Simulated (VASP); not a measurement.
Here is a VASP 6.6.1 calculation.

INCAR

```
SYSTEM = Pt
  PREC = Accurate
  ENCUT = 520
  EDIFF = 1E-7
  ISMEAR = 0
  SIGMA = 0.15
  LREAL = .FALSE.
  LASPH = .TRUE.
  NELM = 80
  ALGO = Fast
  ISIF = 2
  LWAVE = .FALSE.
  LCHARG = .TRUE.
  GGA = PE
  LELF = .TRUE.
  LVHAR = .TRUE.
  NBANDS = 11
```

File KPOINTS:

```
Automatic mesh
0
G
  22 22 22
  0 0 0
```

The input POSCAR:

```
Pt
1.0
   -1.7109576000      1.7109576000      1.5842200000
    1.7109576000     -1.7109576000      1.5842200000
    1.7109576000      1.7109576000     -1.5842200000
Pt
1
Direct
    0.0000000000      0.0000000000      0.0000000000
```

Potentials or basis: VASP PAW PBE potentials, release 64 (Pt).

Run with:

```bash
$ cat potpaw_PBE.64/Pt/POTCAR > POTCAR
$ mpirun -np 1 vasp_std > vasp.out
```

Question: Estimate the band gap on the k mesh.

Answer: Zero (band 5 reaches 8.32 eV, above the bottom of band 6 at 6.72 eV).

Question: What does it give for the pressure?

Answer: -24.8 GPa.

Stress tensor (GPa, compression positive):
```
-23.27   0.00   0.00
  0.00 -23.27   0.00
  0.00   0.00 -27.92
```

Caveat: the cell differs from its parent crystal (strain +0.080 along x and y, +0.000 along z); spin-orbit coupling is left out, which moves the levels of the heavy elements.
